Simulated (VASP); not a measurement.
Write the native input for VASP 6.6.1 that does the following.

```
Task                   : single point
Functional             : PBE
Potentials or basis    : VASP PAW PBE potentials, release 64 (B, P)
Cutoff                 : 520 eV
k mesh                 : 10 × 10 × 10
Occupations            : gaussian, width 0.05 eV
Spin                   : no spin polarisation
Dipole correction      : no
Further INCAR settings : ALGO = Normal; EDIFF = 1e-06; NBANDS = 11
```

The structure of BP lies in POSCAR:

```
BP
1.0
    0.0000000000      2.2236200000      2.2690000000
    2.2236200000      0.0000000000      2.2690000000
    2.2236200000      2.2236200000      0.0000000000
B P
1 1
Direct
    0.0000000000      0.0000000000      0.0000000000
    0.7500000000      0.7500000000      0.7500000000
```

This cell differs from its parent crystal: strain -0.0200 x Voigt [1, 1, 0, 0, 0, 0].

These files were run (other wordings do the same):

INCAR

```
SYSTEM = BP
PREC = Accurate ; ENCUT = 520
EDIFF = 1E-6 ; ISMEAR = 0
SIGMA = 0.05 ; LREAL = .False.
LASPH = .True. ; NELM = 60
ALGO = Normal ; ISIF = 2
LWAVE = .False. ; LCHARG = .False.
GGA = PE ; NBANDS = 11
```

KPOINTS

```
regular mesh
0
Gamma
  10 10 10
  0 0 0
```

Potentials or basis: VASP PAW PBE potentials, release 64 (B, P).

Command:

```console
$ cat potpaw_PBE.64/B/POTCAR potpaw_PBE.64/P/POTCAR > POTCAR
$ mpirun -np 1 vasp_std > vasp.out
```

Results of the run:

```json
{"Pressure": "8.1 GPa", "Band gap on the k mesh": "1.03 eV, indirect (least direct gap 3.36 eV)"}
```

Caveat: the cell differs from its parent crystal (strain -0.0200 x Voigt [1, 1, 0, 0, 0, 0]).

Run time: 43 s on 1 thread of AMD EPYC 7R13, on a shared host, peak memory 0.12 GiB.
